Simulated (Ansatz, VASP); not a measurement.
One calculation of Cd, two programs

```xyz
2
Lattice="3.0373 0.0000 0.0000 -1.5186 2.6304 0.0000 0.0000 0.0000 5.7278" Properties=species:S:1:pos:R:3 pbc="T T T"
Cd    1.5186    0.8768    4.2959
Cd    0.0000    1.7536    1.4320
```

Alike in both runs: task single point; functional PBEsol; k mesh 10 × 10 × 5; occupations fermi-dirac, width 0.05 eV; no spin polarisation.

|  | VASP | Ansatz |
| --- | --- | --- |
| version | VASP 6.6.1 | Ansatz 0.2.0 |
| potentials or method | VASP PAW PBE potentials, release 64 (Cd) | Ansatz PAW |
| plane-wave cutoff (eV) | 520 | 420 |
| valence electrons in the cell | 24 | 40 |

VASP gave:

- gap on the k mesh at the Fermi level (eV): none
- pressure (GPa): -3.9
- traceless stress, the component that is largest in VASP (GPa): 0.27

Q: Which values does Ansatz return?

A: gap on the k mesh at the Fermi level (eV): none; pressure (GPa): -4.2; traceless stress, the component that is largest in VASP (GPa): 0.37.

VASP's potentials were made for PBE, not for PBEsol. A gap of «none» marks a metal or a gap that the smearing closes. The functional is the same, so the differences come from potentials, cutoffs and numerics. VASP's potentials hold 24 valence electrons a cell and Ansatz's 40, so a difference there can come from the potentials and not from the codes.
